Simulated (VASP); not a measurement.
# BaTiO3 (Pm-3m) in VASP: further runs

BaTiO3 is run at these levels: PBEsol+D3(BJ), PBEsol, PBEsol+D4; tasks: single point.

Program: VASP 6.6.1. These are calculated values, not measurements. Logs are shortened: lines on timing, memory, paths and dates and some standing lists are left out, and cuts for length are marked.

## (1) The cell of the first run

It takes space group Pm-3m (No. 221, cubic). The conventional cell has a = 3.947 Å, b = 3.947 Å, c = 3.947 Å, α = 90.00°, β = 90.00°, γ = 90.00°. Within 3.7 Å of Ba (site symmetry m-3m) lie 12 O at 2.79 Å and 8 Ti at 3.42 Å. Within 2.6 Å of Ti (site symmetry m-3m) lie 6 O at 1.97 Å. Within 2.6 Å of O (site symmetry 4/mmm) lie 2 Ti at 1.97 Å.

## (2) Single point, PBEsol+D3(BJ)

Input file INCAR:

```
SYSTEM = BaTiO3
ALGO     = Normal         ! electronic algorithm
EDIFF    = 1E-6           ! SCF threshold, eV
ENCUT    = 520            ! plane-wave cutoff, eV
GGA      = PS             ! functional
ISIF     = 2              ! what is computed and relaxed
ISMEAR   = -1             ! smearing method
IVDW     = 12             ! dispersion correction
LASPH    = .TRUE.         ! aspherical terms in the spheres
LCHARG   = .FALSE.        ! write CHGCAR
LREAL    = .FALSE.        ! projectors in reciprocal space
LWAVE    = .FALSE.        ! write WAVECAR
NBANDS   = 28             ! bands
NELM     = 100            ! most SCF steps
PREC     = Accurate       ! precision mode
SIGMA    = 0.05           ! smearing width, eV
```

Input file KPOINTS:

```
k-points
0
G
  7 7 7
  0 0 0
```

Input file POSCAR:

```
BaTiO3
1.0
    3.9471194469      0.0000000000      0.0000000000
    0.0000000000      3.9471194469      0.0000000000
    0.0000000000      0.0000000000      3.9471194469
Ba Ti O
1 1 3
Direct
    0.5000000000      0.5000000000      0.5000000000
    0.0000000000      0.0000000000      0.0000000000
    0.0000000000      0.0000000000      0.5000000000
    0.0000000000      0.5000000000      0.0000000000
    0.5000000000      0.0000000000      0.0000000000
```

Potentials or basis: VASP PAW PBE potentials, release 64 (Ba_sv, Ti_sv, O).

Command:

```sh
$ cat potpaw_PBE.64/Ba_sv/POTCAR potpaw_PBE.64/Ti_sv/POTCAR potpaw_PBE.64/O/POTCAR > POTCAR
$ mpirun -np 1 vasp_std > vasp.out
```

OUTCAR:

```text
SYSTEM = BaTiO3
   EDIFF = 1E-6
   ENCUT = 520
   GGA = PS
   ISIF = 2
   ISMEAR = -1
   IVDW = 12
   LASPH = .TRUE.
   LREAL = .FALSE.
   NELM = 100
   PREC = Accurate
 IVDW          = 12

 ion  position               nearest neighbor table
   1  0.500  0.500  0.500-   3 2.79   4 2.79   5 2.79   4 2.79   5 2.79   3 2.79   5 2.79   5 2.79
                             3 2.79   4 2.79   4 2.79   3 2.79   2 3.42   2 3.42   2 3.42   2 3.42
   2  0.000  0.000  0.000-   3 1.97   4 1.97   5 1.97   3 1.97   4 1.97   5 1.97   1 3.42   1 3.42
                             1 3.42   1 3.42   1 3.42   1 3.42   1 3.42   1 3.42
   3  0.000  0.000  0.500-   2 1.97   2 1.97   1 2.79   1 2.79   1 2.79   1 2.79
   4  0.000  0.500  0.000-   2 1.97   2 1.97   1 2.79   1 2.79   1 2.79   1 2.79
   5  0.500  0.000  0.000-   2 1.97   2 1.97   1 2.79   1 2.79   1 2.79   1 2.79

  LATTYP: Found a simple cubic cell.
 ALAT       =     3.9471194469

  Lattice vectors:

 A1 = (   3.9471194469,   0.0000000000,   0.0000000000)
 A2 = (   0.0000000000,   3.9471194469,   0.0000000000)
 A3 = (   0.0000000000,   0.0000000000,   3.9471194469)

Analysis of symmetry for initial positions (statically):
=====================================================================
 Subroutine PRICEL returns:
 Original cell was already a primitive cell.

 Routine SETGRP: Setting up the symmetry group for a
 simple cubic supercell.

 Subroutine GETGRP returns: Found 48 space group operations
 (whereof 48 operations were pure point group operations)
 out of a pool of 48 trial point group operations.

The static configuration has the point symmetry O_h .

Analysis of symmetry for dynamics (positions and initial velocities):
=====================================================================
 Subroutine PRICEL returns:
 Original cell was already a primitive cell.

 Routine SETGRP: Setting up the symmetry group for a
 simple cubic supercell.

 Subroutine GETGRP returns: Found 48 space group operations
 (whereof 48 operations were pure point group operations)
 out of a pool of 48 trial point group operations.

The dynamic configuration has the point symmetry O_h .

 Subroutine INISYM returns: Found 48 space group operations
 (whereof 48 operations are pure point group operations),
 and found     1 'primitive' translations

----------------------------------------------------------------------------------------

                                     Primitive cell

  volume of cell :      61.4951

  direct lattice vectors                    reciprocal lattice vectors
     3.947119447  0.000000000  0.000000000     0.253349313  0.000000000  0.000000000
     0.000000000  3.947119447  0.000000000     0.000000000  0.253349313  0.000000000
     0.000000000  0.000000000  3.947119447     0.000000000  0.000000000  0.253349313

  length of vectors
     3.947119447  3.947119447  3.947119447     0.253349313  0.253349313  0.253349313

  position of ions in fractional coordinates (direct lattice)
     0.500000000  0.500000000  0.500000000
     0.000000000  0.000000000  0.000000000
     0.000000000  0.000000000  0.500000000
     0.000000000  0.500000000  0.000000000
     0.500000000  0.000000000  0.000000000

  ion indices of the primitive-cell ions
   primitive index   ion index
                 1           1
                 2           2
                 3           3
                 4           4
                 5           5

----------------------------------------------------------------------------------------

 KPOINTS: k-points

Automatic generation of k-mesh.
 Grid dimensions read from file:
 generate k-points for:    7    7    7

 Generating k-lattice:

  Cartesian coordinates                     Fractional coordinates (reciprocal lattice)
     0.036192759  0.000000000  0.000000000     0.142857143  0.000000000  0.000000000
     0.000000000  0.036192759  0.000000000     0.000000000  0.142857143  0.000000000
     0.000000000  0.000000000  0.036192759     0.000000000  0.000000000  0.142857143

  Length of vectors
     0.036192759  0.036192759  0.036192759

  Shift w.r.t. Gamma in fractional coordinates (k-lattice)
     0.000000000  0.000000000  0.000000000

 Subroutine IBZKPT returns following result:
 ===========================================

 Found     20 irreducible k-points:

 Following reciprocal coordinates:
            Coordinates               Weight
  0.000000  0.000000  0.000000      1.000000
  0.142857  0.000000  0.000000      6.000000
  0.285714  0.000000  0.000000      6.000000
  0.428571  0.000000  0.000000      6.000000
  0.142857  0.142857  0.000000     12.000000
  0.285714  0.142857  0.000000     24.000000
[... 12 lines left out ...]
  0.428571  0.428571  0.285714     24.000000
  0.428571  0.428571  0.428571      8.000000
   k-points           NKPTS =     20   k-points in BZ     NKDIM =     20   number of bands    NBANDS=     28
   number of dos      NEDOS =    301   number of ions     NIONS =      5
   total plane-waves  NPLWV =  27000
   dimension x,y,z NGX =    30 NGY =   30 NGZ =   30
   dimension x,y,z NGXF=    60 NGYF=   60 NGZF=   60
   ions per type =               1   1   3
   NGX,Y,Z   is equivalent  to a cutoff of  12.64, 12.64, 12.64 a.u.
   NGXF,Y,Z  is equivalent  to a cutoff of  25.27, 25.27, 25.27 a.u.
 SYSTEM =  BaTiO3
   PREC   = accura    normal or accurate (medium, high low for compatibility)
   ISTART =      0    job   : 0-new  1-cont  2-samecut
   ICHARG =      2    charge: 1-file 2-atom 10-const
   ISPIN  =      1    spin polarized calculation?
   LNONCOLLINEAR =      F non collinear calculations
   LSORBIT =      F    spin-orbit coupling
   LASPH  =      T    aspherical Exc in radial PAW
   ENCUT  =  520.0 eV  38.22 Ry    6.18 a.u.   7.34  7.34  7.34*2*pi/ulx,y,z
   NELM   =    100;   NELMIN=  2; NELMDL= -5     # of ELM steps
   EDIFF  = 0.1E-05   stopping-criterion for ELM
   LREAL  =      F    real-space projection
   EDIFFG = 0.1E-04   stopping-criterion for IOM
   NSW    =      0    number of steps for IOM
   IBRION =     -1    ionic relax: 0-MD 1-quasi-New 2-CG
   NFREE  =      0    steps in history (QN), initial steepest desc. (CG)
   ISIF   =      2    stress and relaxation
   ISYM   =      2    0-nonsym 1-usesym 2-fastsym
   POTIM  = 0.5000    time-step for ionic-motion
   TEBEG  =    0.0;   TEEND  =   0.0 temperature during run
   PSTRESS=    0.0 pullay stress
   NELECT =      40.0000    total number of electrons
   NUPDOWN=      -1.0000    fix difference up-down
   EMIN   =  10.00;   EMAX   =-10.00  energy-range for DOS
   EFERMI =   0.00;   METHOD = LEGACY
   ISMEAR =    -1;   SIGMA  =   0.05  broadening in eV -4-tet -1-fermi 0-gaus
   EFERMI_NEDOS =   21; number of points for ismear=-14 and -15
   IALGO  =     38    algorithm
   IMIX   =      4    mixing-type and parameters
     AMIX     =   0.40;   BMIX     =  1.00
     AMIX_MAG =   1.60;   BMIX_MAG =  1.00
  volume/ion in A,a.u.               =      12.30        83.00
  Fermi-wavevector in a.u.,A,eV,Ry     =   1.418452  2.680485 27.374994  2.012005
  Thomas-Fermi vector in A             =   2.539576
   LORBIT       =      0    0 simple, 1 ext, 2 COOP (PROOUT), +10 PAW based schemes
   GGA     = PS    functional components
   LHFCALC =     F    Hartree Fock is set to
   AEXX    =    0.0000 exact exchange contribution
   IVDW    =    12    specifies the selected vdW correction
   LEPSILON=     F    determine dielectric tensor
   LRPA    =     F    only Hartree local field effects (RPA)
 non-spin polarized calculation
  energy-cutoff  :      520.00
  volume of cell :       61.50
 maximum number of plane-waves:      1675
 NGX is ok and might be reduce to    30
   NGX = 15   NGY = 15   NGZ = 15

 number of electron      39.9999985 magnetization

 Free energy of the ion-electron system (eV)
  ---------------------------------------------------
  ext. energy  EPLUGINS =         0.00000000
  ---------------------------------------------------
  free energy    TOTEN  =       -41.95119525 eV

  energy without entropy =      -41.95119525  energy(sigma->0) =      -41.95119525

 E-fermi :   4.9091     XC(G=0): -11.7395

 val. band max:        3.9553273556   @ k =   0.4286   0.4286   0.4286
 cond. band min:       5.7974172842   @ k =   0.0000   0.0000   0.0000
 fundamental gap:      1.8420899285
 Fermi energy:         4.9090785479

 k-point     1 :       0.0000    0.0000    0.0000
  band No.  band energies     occupation
      1     -52.1709      2.00000
      2     -28.5204      2.00000
      3     -28.5204      2.00000
      4     -28.5204      2.00000
      5     -20.6526      2.00000
      6     -12.8865      2.00000
[... 20 lines left out ...]
     27       8.9798      0.00000
     28      11.6767      0.00000

 k-point     2 :       0.1429    0.0000    0.0000
  band No.  band energies     occupation
      1     -52.1707      2.00000
      2     -28.5330      2.00000
      3     -28.5199      2.00000
      4     -28.5199      2.00000
      5     -20.6243      2.00000
      6     -12.9112      2.00000
[... 20 lines left out ...]
     27       9.4089      0.00000
     28      12.1809      0.00000

 k-point     3 :       0.2857    0.0000    0.0000
  band No.  band energies     occupation
      1     -52.1701      2.00000
      2     -28.5612      2.00000
      3     -28.5188      2.00000
      4     -28.5188      2.00000
      5     -20.5592      2.00000
      6     -13.0451      2.00000
[... 20 lines left out ...]
     27      10.4931      0.00000
     28      12.4936      0.00000

 k-point     4 :       0.4286    0.0000    0.0000
  band No.  band energies     occupation
      1     -52.1697      2.00000
      2     -28.5836      2.00000
      3     -28.5179      2.00000
      4     -28.5179      2.00000
      5     -20.5055      2.00000
      6     -13.1895      2.00000
[... 454 lines left out ...]
     27      12.1585      0.00000
     28      12.3486      0.00000

 k-point    19 :       0.4286    0.4286    0.2857
  band No.  band energies     occupation
      1     -52.1676      2.00000
      2     -28.5772      2.00000
      3     -28.5771      2.00000
      4     -28.5545      2.00000
      5     -20.3617      2.00000
      6     -12.2576      2.00000
[... 20 lines left out ...]
     27      11.9830      0.00000
     28      12.1673      0.00000

 k-point    20 :       0.4286    0.4286    0.4286
  band No.  band energies     occupation
      1     -52.1671      2.00000
      2     -28.5761      2.00000
      3     -28.5760      2.00000
      4     -28.5760      2.00000
      5     -20.3328      2.00000
      6     -12.0268      2.00000
[... 20 lines left out ...]
     27      12.0591      0.00000
     28      12.0591      0.00000

------------------------ aborting loop because EDIFF is reached ----------------------------------------

 Edisp (eV)   -1.37971

 E8    (eV) :    -0.9556

  FORCE on cell =-STRESS in cart. coord.  units (eV):
  Direction    XX          YY          ZZ          XY          YZ          ZX
  --------------------------------------------------------------------------------------
  -------------------------------------------------------------------------------------
  Total       0.60837     0.60837     0.60837     0.00000    -0.00000     0.00000
  in kB      15.85033    15.85033    15.85033     0.00000    -0.00000     0.00000
  external pressure =       15.85 kB  Pullay stress =        0.00 kB

 VOLUME and BASIS-vectors are now :
 -----------------------------------------------------------------------------
  energy-cutoff  :      520.00
  volume of cell :       61.50
      direct lattice vectors                 reciprocal lattice vectors
     3.947119447  0.000000000  0.000000000     0.253349313  0.000000000  0.000000000
     0.000000000  3.947119447  0.000000000     0.000000000  0.253349313  0.000000000
     0.000000000  0.000000000  3.947119447     0.000000000  0.000000000  0.253349313

 POSITION                                       TOTAL-FORCE (eV/Angst)
 -----------------------------------------------------------------------------------
      1.97356      1.97356      1.97356         0.000000      0.000000      0.000000
      0.00000      0.00000      0.00000         0.000000      0.000000      0.000000
      0.00000      0.00000      1.97356         0.000000      0.000000      0.000000
      0.00000      1.97356      0.00000         0.000000      0.000000      0.000000
      1.97356      0.00000      0.00000         0.000000      0.000000      0.000000
 -----------------------------------------------------------------------------------
    total drift:                               -0.000000     -0.000000      0.000000

  FREE ENERGIE OF THE ION-ELECTRON SYSTEM (eV)
  ---------------------------------------------------
  free  energy   TOTEN  =       -43.3309062982 eV

  energy  without entropy=      -43.3309062966  energy(sigma->0) =      -43.33090630
```

It took 17 s on 1 thread of AMD EPYC 9R45 (Zen 5), shared host; peak memory 0.17 GiB.

Results:

```
Free energy                : -43.3309 eV
Pressure                   : 1.6 GPa
Band gap on the k mesh     : 1.84 eV, indirect (least direct gap 1.88 eV)
Dispersion energy per atom : -0.276 eV
```

Caveat: three body term missing; the PAW data sets were made with another functional, which shifts forces and pressure a little; spin-orbit coupling is left out, which moves the levels of the heavy elements. Expect the measured gap to be larger: semilocal functionals such as PBEsol lack the derivative discontinuity.

(Continued in part 2 of 2.)
